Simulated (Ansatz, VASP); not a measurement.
# FeGe: VASP beside Ansatz

```
CELL_PARAMETERS angstrom
4.65203 0.00000 0.00000
0.00000 4.65203 0.00000
0.00000 0.00000 4.65203
ATOMIC_POSITIONS crystal
Fe 0.12908 0.12908 0.12908
Fe 0.37092 0.87092 0.62908
Fe 0.62908 0.37092 0.87092
Fe 0.87092 0.62908 0.37092
Ge 0.83620 0.83620 0.83620
Ge 0.66380 0.16380 0.33620
Ge 0.33620 0.66380 0.16380
Ge 0.16380 0.33620 0.66380
```

Alike in both runs: functional LDA; k mesh 10 × 10 × 10; occupations gaussian, width 0.03 eV; no spin polarisation.

Ansatz relaxed the structure, and its values are those at the end. VASP's run is a single point on that final structure, the one shown.

|  | VASP | Ansatz |
| --- | --- | --- |
| version | VASP 6.6.1 | Ansatz 0.2.0 |
| potentials or method | VASP PAW LDA potentials, release 64 (Fe, Ge_d), cutoff 520 eV | scalar-relativistic, plane waves, PAW |
| valence electrons in the cell | 88 | 120 |

```tsv
	VASP	Ansatz	Ansatz less VASP
gap on the k mesh at the Fermi level (eV)	0.09	0.09	+0.005
least direct gap on the mesh (eV)	0.12	0.13	+0.006
pressure (GPa)	-12.2	-12.7	-0.54
rms of the force components (eV/Å)	0.017	0.002	-0.0149
```

LDA's correlation is that of Perdew and Zunger in VASP and of Perdew and Wang (1992) in Ansatz. VASP's potentials hold 88 valence electrons a cell and Ansatz's 120, so a difference there can come from the potentials and not from the codes. Ansatz's warnings: stress scf threshold loose.
